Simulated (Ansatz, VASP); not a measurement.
# Al2Cu: VASP beside Ansatz

```
Al Cu
1.0
    -3.03350    3.03350    2.43850
     3.03350   -3.03350    2.43850
     3.03350    3.03350   -2.43850
Al Cu
4 2
Cartesian
  3.9927 0.9592 0.0000
  2.0743 0.9592 2.4385
  -0.9592 2.0743 2.4385
  0.9592 2.0743 0.0000
  0.0000 0.0000 3.6578
  0.0000 0.0000 1.2192
```

Alike in both runs: task relaxation of cell and atoms; functional PBE; dispersion D3(BJ); k mesh 10 × 10 × 10; occupations gaussian, width 0.1 eV; no spin polarisation.

|  | VASP | Ansatz |
| --- | --- | --- |
| version | VASP 6.6.1 | Ansatz 0.2.0 |
| potentials or method | VASP PAW PBE potentials, release 64 (Al, Cu), cutoff 600 eV | scalar-relativistic, plane waves, PAW |
| valence electrons in the cell | 34 | 50 |

Ansatz gave:

```
gap on the k mesh at the Fermi level, each at its own relaxed structure (eV) : none
relaxed volume (Å³/atom)                                                     : 14.26
relaxed length of the cell vector where the two differ most in proportion (Å)              : 4.855
```

Which values does VASP return?

gap on the k mesh at the Fermi level, each at its own relaxed structure (eV): none; relaxed volume (Å³/atom): 14.28; relaxed length of the cell vector where the two differ most in proportion (Å): 4.857.

A gap of «none» marks a metal or a gap that the smearing closes. VASP's potentials hold 34 valence electrons a cell and Ansatz's 50, so a difference there can come from the potentials and not from the codes.
